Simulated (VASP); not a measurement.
# InP (Fm-3m) in VASP: further runs

InP is run at these levels: LDA, PBE; tasks: vibrations by perturbation theory, elastic constants.

Everything below comes from runs of VASP 6.6.1. Logs are shortened: lines on timing, memory, paths and dates and some standing lists are left out, and cuts for length are marked.

### 1 The cell of the first run

Symmetry: Fm-3m, No. 225, cubic system. Conventional cell: a = 5.538 Å, b = 5.538 Å, c = 5.538 Å, α = 90.00°, β = 90.00°, γ = 90.00°. In (site symmetry m-3m) has 6 P at 2.77 Å within 3.6 Å. Within 3.6 Å of P (site symmetry m-3m) lie 6 In at 2.77 Å.

### 2 Vibrations by perturbation theory, LDA

Input file INCAR:

```
SYSTEM = InP
  PREC = Accurate
  ENCUT = 520
  EDIFF = 1E-8
  ISMEAR = -1
  SIGMA = 0.05
  LREAL = .FALSE.
  LASPH = .TRUE.
  NELM = 100
  ALGO = Normal
  ISIF = 2
  LWAVE = .FALSE.
  LCHARG = .FALSE.
  NBANDS = 16
  IBRION = 8
  NSW = 1
```

Input file KPOINTS:

```
regular mesh
0
G
  6 6 6
  0 0 0
```

Input file POSCAR:

```
InP
1.0
    0.0000000000      2.7688340000      2.7688340000
    2.7688340000      0.0000000000      2.7688340000
    2.7688340000      2.7688340000      0.0000000000
In P
1 1
Direct
    0.0000000000      0.0000000000      0.0000000000
    0.5000000000      0.5000000000      0.5000000000
```

Potentials or basis: VASP PAW LDA potentials, release 64 (In_d, P).

Started as:

```sh
cat potpaw_LDA.64/In_d/POTCAR potpaw_LDA.64/P/POTCAR > POTCAR
mpirun -np 1 vasp_std > vasp.out
```

OUTCAR:

```text
SYSTEM = InP
   PREC = Accurate
   ENCUT = 520
   EDIFF = 1E-8
   ISMEAR = -1
   LREAL = .FALSE.
   LASPH = .TRUE.
   NELM = 100
   ISIF = 2
   IBRION = 8
   NSW = 1

 ion  position               nearest neighbor table
   1  0.000  0.000  0.000-   2 2.77   2 2.77   2 2.77   2 2.77   2 2.77   2 2.77
   2  0.500  0.500  0.500-   1 2.77   1 2.77   1 2.77   1 2.77   1 2.77   1 2.77

  LATTYP: Found a face centered cubic cell.
 ALAT       =     5.5376680000

  Lattice vectors:

 A1 = (   0.0000000000,   2.7688340000,   2.7688340000)
 A2 = (   2.7688340000,   0.0000000000,   2.7688340000)
 A3 = (   2.7688340000,   2.7688340000,   0.0000000000)

Analysis of symmetry for initial positions (statically):
=====================================================================
 Subroutine PRICEL returns:
 Original cell was already a primitive cell.

 Routine SETGRP: Setting up the symmetry group for a
 face centered cubic supercell.

 Subroutine GETGRP returns: Found 48 space group operations
 (whereof 48 operations were pure point group operations)
 out of a pool of 48 trial point group operations.

The static configuration has the point symmetry O_h .

Analysis of symmetry for dynamics (positions and initial velocities):
=====================================================================
 Subroutine PRICEL returns:
 Original cell was already a primitive cell.

 Routine SETGRP: Setting up the symmetry group for a
 face centered cubic supercell.

 Subroutine GETGRP returns: Found 48 space group operations
 (whereof 48 operations were pure point group operations)
 out of a pool of 48 trial point group operations.

The dynamic configuration has the point symmetry O_h .

 Subroutine INISYM returns: Found 48 space group operations
 (whereof 48 operations are pure point group operations),
 and found     1 'primitive' translations

----------------------------------------------------------------------------------------

                                     Primitive cell

  volume of cell :      42.4542

  direct lattice vectors                    reciprocal lattice vectors
     0.000000000  2.768834000  2.768834000    -0.180581429  0.180581429  0.180581429
     2.768834000  0.000000000  2.768834000     0.180581429 -0.180581429  0.180581429
     2.768834000  2.768834000  0.000000000     0.180581429  0.180581429 -0.180581429

  length of vectors
     3.915722595  3.915722595  3.915722595     0.312776210  0.312776210  0.312776210

  position of ions in fractional coordinates (direct lattice)
     0.000000000  0.000000000  0.000000000
     0.500000000  0.500000000  0.500000000

  ion indices of the primitive-cell ions
   primitive index   ion index
                 1           1
                 2           2

----------------------------------------------------------------------------------------

 KPOINTS: regular mesh

Automatic generation of k-mesh.
 Grid dimensions read from file:
 generate k-points for:    6    6    6

 Generating k-lattice:

  Cartesian coordinates                     Fractional coordinates (reciprocal lattice)
    -0.030096905  0.030096905  0.030096905     0.166666667  0.000000000  0.000000000
     0.030096905 -0.030096905  0.030096905     0.000000000  0.166666667  0.000000000
     0.030096905  0.030096905 -0.030096905     0.000000000  0.000000000  0.166666667

  Length of vectors
     0.052129368  0.052129368  0.052129368

  Shift w.r.t. Gamma in fractional coordinates (k-lattice)
[... 64 lines left out ...]
  volume/ion in A,a.u.               =      21.23       143.25
  Fermi-wavevector in a.u.,A,eV,Ry     =   1.229869  2.324115 20.579860  1.512577
  Thomas-Fermi vector in A             =   2.364739
   LORBIT       =      0    0 simple, 1 ext, 2 COOP (PROOUT), +10 PAW based schemes
   GGA     = CA    functional components
   LHFCALC =     F    Hartree Fock is set to
   AEXX    =    0.0000 exact exchange contribution
   IVDW    =     0    specifies the selected vdW correction
   LEPSILON=     F    determine dielectric tensor
   LRPA    =     F    only Hartree local field effects (RPA)
 non-spin polarized calculation
  energy-cutoff  :      520.00
  volume of cell :       42.45
 maximum number of plane-waves:      1162
 NGX is ok and might be reduce to    30
   NGX = 15   NGY = 15   NGZ = 15

--------------------------------------- Ionic step        1  -------------------------------------------

 number of electron      18.0000009 magnetization

 Free energy of the ion-electron system (eV)
  ---------------------------------------------------
  ext. energy  EPLUGINS =         0.00000000
  ---------------------------------------------------
  free energy    TOTEN  =        -9.30046576 eV

  energy without entropy =       -9.28783307  energy(sigma->0) =       -9.29414942

 E-fermi :   6.8497     XC(G=0): -10.6389

 val. band max:        6.8344051955   @ k =   0.3333   0.0000   0.0000
 cond. band min:       7.0105316142   @ k =   0.5000   0.0000   0.0000
 fundamental gap:      0.1761264187
 Fermi energy:         6.8496684391

 k-point     1 :       0.0000    0.0000    0.0000
  band No.  band energies     occupation
      1      -7.2811      2.00000
      2      -7.2811      2.00000
      3      -7.2564      2.00000
      4      -7.2564      2.00000
      5      -7.2564      2.00000
      6      -5.1677      2.00000
[... 283 lines left out ...]
      5      -7.1400      2.00000
      6      -1.9225      2.00000
[... 8 lines left out ...]
     15      18.9578      0.00000
     16      20.2798      0.00000

------------------------ aborting loop because EDIFF is reached ----------------------------------------

  FORCE on cell =-STRESS in cart. coord.  units (eV):
  Direction    XX          YY          ZZ          XY          YZ          ZX
  --------------------------------------------------------------------------------------
  -------------------------------------------------------------------------------------
  Total       -1.3109874     -1.3109874     -1.3109874     -0.0000000     -0.0000000     -0.0000000
  in kB      -49.4752911    -49.4752911    -49.4752911     -0.0000000     -0.0000000     -0.0000000
  external PRESSURE =     -49.4752911 kB  Pullay stress =       0.0000000 kB

 VOLUME and BASIS-vectors are now :
 -----------------------------------------------------------------------------
  energy-cutoff  :      520.00
  volume of cell :       42.45
      direct lattice vectors                 reciprocal lattice vectors
     0.000000000  2.768834000  2.768834000    -0.180581429  0.180581429  0.180581429
     2.768834000  0.000000000  2.768834000     0.180581429 -0.180581429  0.180581429
     2.768834000  2.768834000  0.000000000     0.180581429  0.180581429 -0.180581429

 POSITION                                       TOTAL-FORCE (eV/Angst)
 -----------------------------------------------------------------------------------
      0.00000      0.00000      0.00000        -0.000000      0.000000      0.000000
      2.76883      2.76883      2.76883         0.000000     -0.000000     -0.000000
 -----------------------------------------------------------------------------------
    total drift:                               -0.000000      0.000000      0.000000

  FREE ENERGIE OF THE ION-ELECTRON SYSTEM (eV)
  ---------------------------------------------------
  free  energy   TOTEN  =        -9.3004657628 eV

  energy  without entropy=       -9.2878330726  energy(sigma->0) =       -9.29414942

[... ionic steps 2 to 3 ...]

--------------------------------------- Ionic step        4  -------------------------------------------

------------------------ aborting loop because EDIFF is reached ----------------------------------------

[... ionic steps 5 to 6 ...]

--------------------------------------- Ionic step        7  -------------------------------------------

 Free energy of the ion-electron system (eV)
  ---------------------------------------------------
  ---------------------------------------------------
  free energy    TOTEN  =        -0.04713485 eV

  energy without entropy =       -0.04713485

------------------------ aborting loop because EDIFF is reached ----------------------------------------

 INTERNAL STRAIN TENSOR  FOR ION    2  DIRECTION 1   (eV/Angst):
 -----------------------------------------------------------------------------
    -0.06866  0.00000  0.00000
     0.00000  0.04160  0.00000
    -0.00000  0.00000  0.04160

 INTERNAL STRAIN TENSOR FOR ION    2 for displacements in x,y,z  (eV/Angst):
          X           Y           Z          XY          YZ          ZX
  --------------------------------------------------------------------------------
  x     0.00000     0.00000     0.00000     0.00000     0.00000     0.00000
  y     0.00000     0.00000     0.00000     0.00000     0.00000     0.00000
  z     0.00000     0.00000     0.00000     0.00000     0.00000     0.00000

 SECOND DERIVATIVES (NOT SYMMETRIZED)
 ------------------------------------
               1X          1Y          1Z          2X          2Y          2Z
  1X    -2.113125    0.000000    0.000000    2.113125    0.000000    0.000000
  1Y     0.000000   -2.113125    0.000000    0.000000    2.113125    0.000000
  1Z     0.000000    0.000000   -2.113125    0.000000    0.000000    2.113125
  2X     2.092423    0.000000    0.000000   -2.092423    0.000000    0.000000
  2Y     0.000000    2.092423    0.000000    0.000000   -2.092423    0.000000
  2Z     0.000000    0.000000    2.092423    0.000000    0.000000   -2.092423

 Eigenvectors and eigenvalues of the dynamical matrix
 ----------------------------------------------------

   1 f  =    4.583474 THz    28.798816 2PiTHz  152.888231 cm-1    18.955716 meV
             X         Y         Z           dx          dy          dz
      0.000000  0.000000  0.000000    -0.462714    0.000000    0.000000
      2.768834  2.768834  2.768834     0.886507    0.000000    0.000000
[... 21 lines left out ...]
   6 f/i=    0.009255 THz     0.058151 2PiTHz    0.308716 cm-1     0.038276 meV
             X         Y         Z           dx          dy          dz
      0.000000  0.000000  0.000000     0.000000    0.000000    0.886507
      2.768834  2.768834  2.768834     0.000000    0.000000    0.462714

--------------------------------------------------------------------------------------------------------

 ELASTIC MODULI CONTR FROM IONIC RELAXATION (kBar)
 Direction    XX          YY          ZZ          XY          YZ          ZX
 --------------------------------------------------------------------------------
 XX           0.0000      0.0000      0.0000      0.0000      0.0000      0.0000
 YY           0.0000      0.0000      0.0000      0.0000      0.0000      0.0000
 ZZ           0.0000      0.0000      0.0000      0.0000      0.0000      0.0000
 XY           0.0000      0.0000      0.0000      0.0000      0.0000      0.0000
 YZ           0.0000      0.0000      0.0000      0.0000      0.0000      0.0000
 ZX           0.0000      0.0000      0.0000      0.0000      0.0000      0.0000
 --------------------------------------------------------------------------------
```

It took 66 s on 1 thread of Intel Xeon Platinum 8488C (Sapphire Rapids), shared host; peak memory 0.2 GiB.

Results:

```yaml
Highest_phonon_frequency_at_Γ_LO-TO_splitting_left_out: 153 cm⁻¹
```

Phonon frequencies in cm⁻¹ (negative: imaginary):
```csv
q point,frequencies
"(0.000, 0.000, 0.000)",0 0 0 153 153 153
```

Caveat: the cell stands under pressure or tension, which shifts response properties; spin-orbit coupling is left out, which moves the levels of the heavy elements.

(Part 1 of 2 ends here.)
